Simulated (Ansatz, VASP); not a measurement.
Given: the input of a run of VASP 6.6.1 on KMgF3.

Contents of INCAR:

```
PREC = Accurate ; ENCUT = 520
EDIFF = 1E-6 ; ISMEAR = -1
SIGMA = 0.05 ; LREAL = False
LASPH = True ; NELM = 100
ALGO = Normal ; ISIF = 2
LWAVE = False ; LCHARG = True
GGA = PS ; LELF = True
LVHAR = True ; NBANDS = 24
```

KPOINTS

```
regular mesh
0
Gamma
  7 7 7
```

File POSCAR:

```
KMgF3
1.0
    3.9859000000      0.0000000000      0.0000000000
    0.0000000000      3.9859000000      0.0000000000
    0.0000000000      0.0000000000      3.9859000000
K Mg F
1 1 3
Direct
    0.5000000000      0.5000000000      0.5000000000
    0.0000000000      0.0000000000      0.0000000000
    0.0000000000      0.0000000000      0.5000000000
    0.0000000000      0.5000000000      0.0000000000
    0.5000000000      0.0000000000      0.0000000000
```

Potentials or basis: VASP PAW PBE potentials, release 64 (K_sv, Mg, F).

Command:

```bash
$ cat potpaw_PBE.64/K_sv/POTCAR potpaw_PBE.64/Mg/POTCAR potpaw_PBE.64/F/POTCAR > POTCAR
$ mpirun -np 1 vasp_std > vasp.out
```

**Question.** Set up the same calculation for Ansatz 0.2.0. Potentials there: all-electron LAPW, scalar-relativistic.

**Answer.** As run (the cutoff follows the program's own potentials):

The input input.yaml:

```yaml
crystal:
  lattice:
    - [3.9859, 0.0, 0.0]
    - [0.0, 3.9859, 0.0]
    - [0.0, 0.0, 3.9859]
  atoms:
    - { symbol: K, position: [0.5, 0.5, 0.5] }
    - { symbol: Mg, position: [0.0, 0.0, 0.0] }
    - { symbol: F, position: [0.0, 0.0, 0.5] }
    - { symbol: F, position: [0.0, 0.5, 0.0] }
    - { symbol: F, position: [0.5, 0.0, 0.0] }
kpoints:
  mp_grid: { grid: [7, 7, 7] }
scf:
  occupations: { method: fermi_dirac, width: 0.05 }
hamiltonian:
  xc: pbesol
  pseudopotentials: { kind: all_electron, lapw: { basis_error: 0.001 } }
output:
  forces: true
  stress: true
  eigenvalues: true
```

Potentials or basis: all-electron LAPW, scalar-relativistic.

The run is started by

```console
$ ansatz run input.yaml --threads 4 --pin off --max-ram 12288MiB --backend cpu --events-out ev --progress --plain --runs-dir out
```

Both were run:

|  | VASP | Ansatz | Ansatz less VASP |
| --- | --- | --- | --- |
| gap on the k mesh at the Fermi level (eV) | 7.16 | 7.17 | +0.013 |
| least direct gap on the mesh (eV) | 7.45 | 7.46 | +0.010 |
| pressure (GPa) | -0.1 | 0.3 | +0.38 |

VASP's potentials were made for PBE, not for PBEsol. Ansatz ran all-electron here, and VASP with PAW potentials.
